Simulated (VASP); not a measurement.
# Al4BSbP2 (I-4) in VASP: single point with PBE

Aim: the single point of Al4BSbP2 with PBE.

Everything below comes from runs of VASP 6.6.1. Logs are shortened: lines on timing, memory, paths and dates and some standing lists are left out, and cuts for length are marked.

### Step 1. The cell of the first run

It takes space group I-4 (No. 82, tetragonal). Conventional cell: a = 5.578 Å, b = 5.578 Å, c = 10.810 Å, α = 90.00°, β = 90.00°, γ = 90.00°. Al (site symmetry 1) has 1 B at 2.13 Å and 2 P at 2.40 to 2.41 Å and 1 Sb at 2.69 Å within 2.8 Å. B (site symmetry -4) has 4 Al at 2.13 Å within 2.8 Å. Sb (site symmetry -4) has 4 Al at 2.69 Å within 3.5 Å. P (site symmetry -4) has 4 Al at 2.41 Å within 3.2 Å. P (site symmetry -4) has 4 Al at 2.40 Å within 3.2 Å.

The cell was built from a structure type or drawn by symmetry, and may not be a known phase.

### Step 2. Single point, PBE

INCAR reads:

```
PREC = Accurate
ENCUT = 520
EDIFF = 1E-6
ISMEAR = 0
SIGMA = 0.2
LREAL = F
LASPH = T
NELM = 80
ALGO = Normal
ISIF = 2
LWAVE = F
LCHARG = T
GGA = PE
LELF = T
LVHAR = T
NBANDS = 25
```

KPOINTS reads:

```
Automatic mesh
0
Gamma
  4 4 4
```

POSCAR reads:

```
Al4BSbP2
1.0
   -2.7891900514      2.7891900514      5.4052130451
    2.7891900514     -2.7891900514      5.4052130451
    2.7891900514      2.7891900514     -5.4052130451
Al B Sb P
4 1 1 2
Direct
    0.0581293255      0.1001863011      0.4535672222
    0.6466190789      0.6045621034      0.5464327778
    0.3954378966      0.9418706745      0.0420569755
    0.8998136989      0.3533809211      0.9579430245
    0.7500000000      0.2500000000      0.5000000000
    0.5000000000      0.5000000000      0.0000000000
    0.2500000000      0.7500000000      0.5000000000
    0.0000000000      0.0000000000      0.0000000000
```

Potentials or basis: VASP PAW PBE potentials, release 64 (Al, B, Sb, P).

Run with:

```bash
> cat potpaw_PBE.64/Al/POTCAR potpaw_PBE.64/B/POTCAR potpaw_PBE.64/Sb/POTCAR potpaw_PBE.64/P/POTCAR > POTCAR
> mpirun -np 1 vasp_std > vasp.out
```

OUTCAR:

```text
PREC = Accurate
   ENCUT = 520
   EDIFF = 1E-6
   ISMEAR = 0
   LREAL = F
   LASPH = T
   NELM = 80
   ISIF = 2
   GGA = PE

 ion  position               nearest neighbor table
   1  0.058  0.100  0.454-   5 2.13   8 2.40   7 2.41   6 2.69
   2  0.647  0.605  0.546-   5 2.13   8 2.40   7 2.41   6 2.69
   3  0.395  0.942  0.042-   5 2.13   8 2.40   7 2.41   6 2.69
   4  0.900  0.353  0.958-   5 2.13   8 2.40   7 2.41   6 2.69
   5  0.750  0.250  0.500-   1 2.13   3 2.13   2 2.13   4 2.13
   6  0.500  0.500  0.000-   2 2.69   4 2.69   1 2.69   3 2.69
   7  0.250  0.750  0.500-   3 2.41   2 2.41   4 2.41   1 2.41
   8  0.000  0.000  0.000-   2 2.40   4 2.40   3 2.40   1 2.40

  LATTYP: Found a body centered tetragonal cell.
 ALAT       =     5.5783801028
 C/A-ratio  =     1.9379149307

  Lattice vectors:

 A1 = (  -2.7891900514,   2.7891900514,   5.4052130451)
 A2 = (   2.7891900514,  -2.7891900514,   5.4052130451)
 A3 = (   2.7891900514,   2.7891900514,  -5.4052130451)

Analysis of symmetry for initial positions (statically):
=====================================================================
 Subroutine PRICEL returns:
 Original cell was already a primitive cell.

 Routine SETGRP: Setting up the symmetry group for a
 body centered tetragonal supercell.

 Subroutine GETGRP returns: Found  4 space group operations
 (whereof  4 operations were pure point group operations)
 out of a pool of 16 trial point group operations.

The static configuration has the point symmetry S_4 .

Analysis of symmetry for dynamics (positions and initial velocities):
=====================================================================
 Subroutine PRICEL returns:
 Original cell was already a primitive cell.

 Routine SETGRP: Setting up the symmetry group for a
 body centered tetragonal supercell.

 Subroutine GETGRP returns: Found  4 space group operations
 (whereof  4 operations were pure point group operations)
 out of a pool of 16 trial point group operations.

The dynamic configuration has the point symmetry S_4 .

 Subroutine INISYM returns: Found  4 space group operations
 (whereof  4 operations are pure point group operations),
 and found     1 'primitive' translations

----------------------------------------------------------------------------------------

                                     Primitive cell

  volume of cell :     168.2012

  direct lattice vectors                    reciprocal lattice vectors
    -2.789190051  2.789190051  5.405213045     0.000000000  0.179263510  0.092503292
     2.789190051 -2.789190051  5.405213045     0.179263510  0.000000000  0.092503292
     2.789190051  2.789190051 -5.405213045     0.179263510  0.179263510  0.000000000

  length of vectors
     6.691449047  6.691449047  6.691449047     0.201723239  0.201723239  0.253516888

  position of ions in fractional coordinates (direct lattice)
     0.058129325  0.100186301  0.453567222
     0.646619079  0.604562103  0.546432778
     0.395437897  0.941870675  0.042056976
     0.899813699  0.353380921  0.957943024
     0.750000000  0.250000000  0.500000000
     0.500000000  0.500000000  0.000000000
     0.250000000  0.750000000  0.500000000
     0.000000000  0.000000000  0.000000000

  ion indices of the primitive-cell ions
   primitive index   ion index
                 1           1
                 2           2
                 3           3
                 4           4
                 5           5
                 6           6
                 7           7
                 8           8

----------------------------------------------------------------------------------------

 KPOINTS: Automatic mesh

Automatic generation of k-mesh.
 Grid dimensions read from file:
 generate k-points for:    4    4    4

 Generating k-lattice:

  Cartesian coordinates                     Fractional coordinates (reciprocal lattice)
     0.000000000  0.044815878  0.023125823     0.250000000 -0.000000000  0.000000000
     0.044815878  0.000000000  0.023125823    -0.000000000  0.250000000  0.000000000
     0.044815878  0.044815878  0.000000000     0.000000000  0.000000000  0.250000000

  Length of vectors
     0.050430810  0.050430810  0.063379222

  Shift w.r.t. Gamma in fractional coordinates (k-lattice)
     0.000000000  0.000000000  0.000000000

 Subroutine IBZKPT returns following result:
 ===========================================

 Found     14 irreducible k-points:

 Following reciprocal coordinates:
            Coordinates               Weight
  0.000000  0.000000  0.000000      1.000000
  0.250000 -0.000000  0.000000      8.000000
  0.500000 -0.000000  0.000000      4.000000
  0.250000  0.250000  0.000000      8.000000
  0.500000  0.250000  0.000000      8.000000
  0.500000 -0.250000 -0.250000      8.000000
 -0.250000  0.250000  0.000000      4.000000
  0.500000  0.500000  0.000000      2.000000
  0.250000  0.250000  0.250000      2.000000
 -0.250000  0.250000  0.250000      4.000000
  0.500000  0.500000  0.250000      4.000000
 -0.250000  0.500000  0.250000      8.000000
 -0.250000 -0.250000  0.250000      2.000000
  0.500000  0.500000  0.500000      1.000000
   k-points           NKPTS =     14   k-points in BZ     NKDIM =     14   number of bands    NBANDS=     25
   number of dos      NEDOS =    301   number of ions     NIONS =      8
   total plane-waves  NPLWV = 125000
   dimension x,y,z NGX =    50 NGY =   50 NGZ =   50
   dimension x,y,z NGXF=   100 NGYF=  100 NGZF=  100
   ions per type =               4   1   1   2
   NGX,Y,Z   is equivalent  to a cutoff of  12.42, 12.42, 12.42 a.u.
   NGXF,Y,Z  is equivalent  to a cutoff of  24.84, 24.84, 24.84 a.u.
 SYSTEM =  unknown system
   PREC   = accura    normal or accurate (medium, high low for compatibility)
   ISTART =      0    job   : 0-new  1-cont  2-samecut
   ICHARG =      2    charge: 1-file 2-atom 10-const
   ISPIN  =      1    spin polarized calculation?
   LNONCOLLINEAR =      F non collinear calculations
   LSORBIT =      F    spin-orbit coupling
   LASPH  =      T    aspherical Exc in radial PAW
   ENCUT  =  520.0 eV  38.22 Ry    6.18 a.u.  12.44 12.44 12.44*2*pi/ulx,y,z
   NELM   =     80;   NELMIN=  2; NELMDL= -5     # of ELM steps
   EDIFF  = 0.1E-05   stopping-criterion for ELM
   LREAL  =      F    real-space projection
   EDIFFG = 0.1E-04   stopping-criterion for IOM
   NSW    =      0    number of steps for IOM
   IBRION =     -1    ionic relax: 0-MD 1-quasi-New 2-CG
   NFREE  =      0    steps in history (QN), initial steepest desc. (CG)
   ISIF   =      2    stress and relaxation
   ISYM   =      2    0-nonsym 1-usesym 2-fastsym
   POTIM  = 0.5000    time-step for ionic-motion
   TEBEG  =    0.0;   TEEND  =   0.0 temperature during run
   PSTRESS=    0.0 pullay stress
   NELECT =      30.0000    total number of electrons
   NUPDOWN=      -1.0000    fix difference up-down
   EMIN   =  10.00;   EMAX   =-10.00  energy-range for DOS
   EFERMI =   0.00;   METHOD = LEGACY
   ISMEAR =     0;   SIGMA  =   0.20  broadening in eV -4-tet -1-fermi 0-gaus
   EFERMI_NEDOS =   21; number of points for ismear=-14 and -15
   IALGO  =     38    algorithm
   IMIX   =      4    mixing-type and parameters
     AMIX     =   0.40;   BMIX     =  1.00
     AMIX_MAG =   1.60;   BMIX_MAG =  1.00
  volume/ion in A,a.u.               =      21.03       141.88
  Fermi-wavevector in a.u.,A,eV,Ry     =   0.921522  1.741424 11.554098  0.849202
  Thomas-Fermi vector in A             =   2.046947
   LORBIT       =      0    0 simple, 1 ext, 2 COOP (PROOUT), +10 PAW based schemes
   GGA     = PE    functional components
   LHFCALC =     F    Hartree Fock is set to
   AEXX    =    0.0000 exact exchange contribution
   IVDW    =     0    specifies the selected vdW correction
   LEPSILON=     F    determine dielectric tensor
   LRPA    =     F    only Hartree local field effects (RPA)
 non-spin polarized calculation
 Gauss-broadening in eV      SIGMA  =   0.20
  energy-cutoff  :      520.00
  volume of cell :      168.20
 maximum number of plane-waves:      4549
 NGX is ok and might be reduce to    50
   NGX = 25   NGY = 25   NGZ = 25

 number of electron      30.0000000 magnetization

 Free energy of the ion-electron system (eV)
  ---------------------------------------------------
  ext. energy  EPLUGINS =         0.00000000
  ---------------------------------------------------
  free energy    TOTEN  =       -36.97470716 eV

  energy without entropy =      -36.88831140  energy(sigma->0) =      -36.93150928

 E-fermi :   4.6134     XC(G=0):  -9.1900

 val. band max:        4.5470134675   @ k =   0.2500   0.2500   0.2500
 cond. band min:       4.6539063241   @ k =  -0.2500  -0.2500   0.2500
 fundamental gap:      0.1068928565
 Fermi energy:         4.6133875466

 k-point     1 :       0.0000    0.0000    0.0000
  band No.  band energies     occupation
      1      -6.6399      2.00000
      2      -4.8108      2.00000
      3      -3.8277      2.00000
      4      -1.8512      2.00000
      5      -0.5005      2.00000
      6      -0.2093      2.00000
[... 17 lines left out ...]
     24       9.8773      0.00000
     25      10.5441      0.00000

 k-point     2 :       0.2500   -0.0000    0.0000
  band No.  band energies     occupation
      1      -6.3964      2.00000
      2      -5.0003      2.00000
      3      -4.0897      2.00000
      4      -2.2867      2.00000
      5      -0.3168      2.00000
      6      -0.0775      2.00000
[... 17 lines left out ...]
     24      10.0537      0.00000
     25      10.3895      0.00000
[... 306 lines left out ...]
     24       9.4091      0.00000
     25      10.2640      0.00000

 k-point    14 :       0.5000    0.5000    0.5000
  band No.  band energies     occupation
      1      -5.8518      2.00000
      2      -5.7920      2.00000
      3      -4.0427      2.00000
      4      -2.5296      2.00000
      5      -0.6381      2.00000
      6      -0.6381      2.00000
[... 17 lines left out ...]
     24       9.0002      0.00000
     25      11.5041      0.00000

------------------------ aborting loop because EDIFF is reached ----------------------------------------

  FORCE on cell =-STRESS in cart. coord.  units (eV):
  Direction    XX          YY          ZZ          XY          YZ          ZX
  --------------------------------------------------------------------------------------
  -------------------------------------------------------------------------------------
  Total        0.0827617      0.0827617      0.1888511     -0.0000000      0.0000000      0.0000000
  in kB        0.7883357      0.7883357      1.7988758     -0.0000000      0.0000000      0.0000000
  external PRESSURE =       1.1251824 kB  Pullay stress =       0.0000000 kB

 VOLUME and BASIS-vectors are now :
 -----------------------------------------------------------------------------
  energy-cutoff  :      520.00
  volume of cell :      168.20
      direct lattice vectors                 reciprocal lattice vectors
    -2.789190051  2.789190051  5.405213045     0.000000000  0.179263510  0.092503292
     2.789190051 -2.789190051  5.405213045     0.179263510  0.000000000  0.092503292
     2.789190051  2.789190051 -5.405213045     0.179263510  0.179263510  0.000000000

 POSITION                                       TOTAL-FORCE (eV/Angst)
 -----------------------------------------------------------------------------------
      1.38239      1.14778     -1.59590         0.008743     -0.018007     -0.014817
      1.40680      1.64141      3.80932        -0.008743      0.018007     -0.014817
      1.64141     -1.40680      7.00111         0.018007      0.008743      0.014817
      1.14778      4.19599      1.59590        -0.018007     -0.008743      0.014817
      0.00000      2.78919      2.70261        -0.000000     -0.000000     -0.000000
      0.00000      0.00000      5.40521        -0.000000     -0.000000      0.000000
      2.78919      0.00000      2.70261        -0.000000      0.000000      0.000000
      0.00000      0.00000      0.00000        -0.000000      0.000000      0.000000
 -----------------------------------------------------------------------------------
    total drift:                               -0.000000     -0.000000     -0.000001

  FREE ENERGIE OF THE ION-ELECTRON SYSTEM (eV)
  ---------------------------------------------------
  free  energy   TOTEN  =       -36.9747071582 eV

  energy  without entropy=      -36.8883113998  energy(sigma->0) =      -36.93150928
```

Wall time 2.5 min (1 thread of Intel Xeon 8259CL, shared host); peak memory 0.38 GiB.

What came out:

- Free energy: -36.9747 eV
- Pressure: 0.1 GPa
- Largest force: 0.025 eV/Å
- Band gap on the k mesh: zero (bands 15 and 16 overlap by 1.07 eV)

Forces in eV/Å, atoms in the order of the input:
```
Al   0.009 -0.018 -0.015
Al  -0.009  0.018 -0.015
Al   0.018  0.009  0.015
Al  -0.018 -0.009  0.015
B    0.000  0.000  0.000
Sb   0.000  0.000  0.000
P    0.000  0.000  0.000
P    0.000  0.000  0.000
```

Stress tensor (GPa, compression positive):
```
0.08 0.00 0.00
0.00 0.08 0.00
0.00 0.00 0.18
```

Caveat: spin-orbit coupling is left out, which moves the levels of the heavy elements.
